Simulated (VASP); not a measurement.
A run of VASP 6.6.1 is set up as follows.

Contents of POSCAR:

```
PtSe2
1.0
    3.6771055952      0.0000000000      0.0000000000
   -1.8385527976      3.1844668578      0.0000000000
    0.0000000000      0.0000000000     18.6122962272
Se Pt
2 1
Direct
    0.3333333333      0.6666666667      0.4298233760
    0.6666666667      0.3333333333      0.5701766240
    0.0000000000      0.0000000000      0.5000000000
```

The input INCAR.step1:

```
SYSTEM = PtSe2
PREC = Accurate ; ENCUT = 400
EDIFF = 1E-5 ; ISMEAR = 0
SIGMA = 0.03 ; LREAL = .False.
LASPH = .True. ; NELM = 120
ALGO = Normal ; ISIF = 2
LWAVE = .True. ; LCHARG = .False.
LDIPOL = .True. ; IDIPOL = 3
DIPOL = 0.5 0.5 0.500 ; GGA = PE
NBANDS = 18 ; GGA_COMPAT = .False.
NELMDL = -8
```

Contents of INCAR.step2:

```
SYSTEM = PtSe2
PREC = Accurate ; ENCUT = 400
EDIFF = 1E-6 ; ISMEAR = 0
SIGMA = 0.03 ; LREAL = .False.
LASPH = .True. ; NELM = 120
ALGO = Normal ; ISIF = 2
LWAVE = .False. ; LCHARG = .False.
LDIPOL = .True. ; IDIPOL = 3
DIPOL = 0.5 0.5 0.500 ; GGA = PE
LHFCALC = .True. ; HFSCREEN = 0.2079
PRECFOCK = Normal ; ISTART = 1
NBANDS = 18 ; GGA_COMPAT = .False.
```

Contents of KPOINTS:

```
Automatic mesh
0
Gamma
  6 6 1
  0 0 0
```

Potentials or basis: VASP PAW PBE potentials, release 64 (Se, Pt).

The run is started by

```sh
$ cat potpaw_PBE.64/Se/POTCAR potpaw_PBE.64/Pt/POTCAR > POTCAR
$ cp INCAR.step1 INCAR
$ mpirun -np 1 vasp_std > vasp.out
$ cp INCAR.step2 INCAR
$ mpirun -np 1 vasp_std > vasp.out
```

Predict the largest force.

0.045 eV/Å.

What does it give for the band gap on the k mesh?

2.25 eV (least direct gap 2.42 eV).

Forces on the atoms (eV/Å):
```
Se   0.000  0.000 -0.045
Se   0.000  0.000  0.045
Pt   0.000  0.000  0.000
```

Caveat: the PAW data sets were made with another functional, which shifts forces and pressure a little; spin-orbit coupling is left out, which moves the levels of the heavy elements.
